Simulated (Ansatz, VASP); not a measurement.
K2S in VASP and in Ansatz

File INCAR:

```
SYSTEM = K2S
PREC = Accurate
ENCUT = 500
EDIFF = 1E-7
ISMEAR = -1
SIGMA = 0.1
LREAL = .False.
LASPH = .True.
NELM = 120
ALGO = Normal
ISIF = 3
LWAVE = .False.
LCHARG = .False.
GGA = PS
IBRION = 2
NSW = 100
EDIFFG = -0.002
GGA_COMPAT = .False.
NELMIN = 4
```

KPOINTS

```
Automatic mesh
0
Gamma
  10 10 10
  0 0 0
```

File POSCAR:

```
K2S
1.0
    0.0000000000      3.6955000000      3.6955000000
    3.6955000000      0.0000000000      3.6955000000
    3.6955000000      3.6955000000      0.0000000000
K S
2 1
Direct
    0.2500000000      0.2500000000      0.2500000000
    0.7500000000      0.7500000000      0.7500000000
    0.0000000000      0.0000000000      0.0000000000
```

Input for Ansatz:

```yaml
crystal:
  lattice:
    - [0.0, 3.6955, 3.6955]
    - [3.6955, 0.0, 3.6955]
    - [3.6955, 3.6955, 0.0]
  atoms:
    - { symbol: K, position: [0.25, 0.25, 0.25] }
    - { symbol: K, position: [0.75, 0.75, 0.75] }
    - { symbol: S, position: [0.0, 0.0, 0.0] }
kpoints:
  mp_grid: { grid: [10, 10, 10] }
scf:
  occupations: { method: fermi_dirac, width: 0.1 }
hamiltonian:
  xc: pbesol
  pseudopotentials: { kind: paw }
relax:
  f_tol: 0.002
  max_steps: 80
  cell: {}
output:
  forces: true
  stress: true
```

Alike in both runs: task relaxation of cell and atoms; functional PBEsol; k mesh 10 × 10 × 10; occupations fermi-dirac, width 0.1 eV; no spin polarisation.

```csv
,VASP,Ansatz
version,VASP 6.6.1,Ansatz 0.2.0
potentials or method,"VASP PAW PBE potentials, release 64 (K_sv, S)","PAW with Ansatz's default frozen-core files, scalar-relativistic"
plane-wave cutoff (eV),500,420
valence electrons in the cell,24,24
```

VASP gave:

| Item | Value |
| --- | --- |
| relaxed volume (Å³/atom) | 33.00 |
| relaxed length of the cell vector where the two differ most in proportion (Å) | 5.193 |

Task: What did Ansatz give for the same quantities?

Result: Relaxed volume (Å³/atom): 32.90; relaxed length of the cell vector where the two differ most in proportion (Å): 5.187.

VASP's potentials were made for PBE, not for PBEsol.
